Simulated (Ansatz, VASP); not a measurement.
TiAl3: VASP beside Ansatz

```xyz
8
Lattice="-3.9105 0.0000 0.0000 0.0000 3.9105 3.9105 0.0000 3.9105 -3.9105" Properties=species:S:1:pos:R:3 pbc="T T T"
Ti    0.0000    3.8319    0.0000
Ti    0.0000    0.0786    0.0000
Al   -1.9553    5.8658   -0.1080
Al   -1.9553    1.9553    0.1080
Al   -1.9553    3.8025    1.9553
Al   -1.9553    4.0185   -1.9553
Al    0.0000    1.9553    2.0082
Al    0.0000    1.9553   -2.0082
```

Change from the starting cell: mode 4 frozen in at -0.079 Å and mode 18 at -0.108 Å (largest displacements).

Alike in both runs: task single point; functional LDA; k mesh 10 × 8 × 8; occupations gaussian, width 0.15 eV; no spin polarisation.

```csv
,VASP,Ansatz
version,VASP 6.6.1,Ansatz 0.2.0
potentials or method,"VASP PAW LDA potentials, release 64 (Ti_sv, Al), cutoff 520 eV","scalar-relativistic, plane waves, PAW"
valence electrons in the cell,42,42
```

```csv
,VASP,Ansatz,Ansatz less VASP
gap on the k mesh at the Fermi level (eV),none,none,-
pressure (GPa),1.3,1.1,-0.20
"traceless stress, the component that is largest in VASP (GPa)",0.57,0.57,0.000
rms of the force components (eV/Å),0.439,0.436,-0.0036
```

Ansatz warns that its potentials were made for another functional, while VASP's fit it. LDA's correlation is that of Perdew and Zunger in VASP and of Perdew and Wang (1992) in Ansatz. Atom by atom the forces differ by 0.004 eV/Å (rms over components). A gap of «none» marks a metal or a gap that the smearing closes.
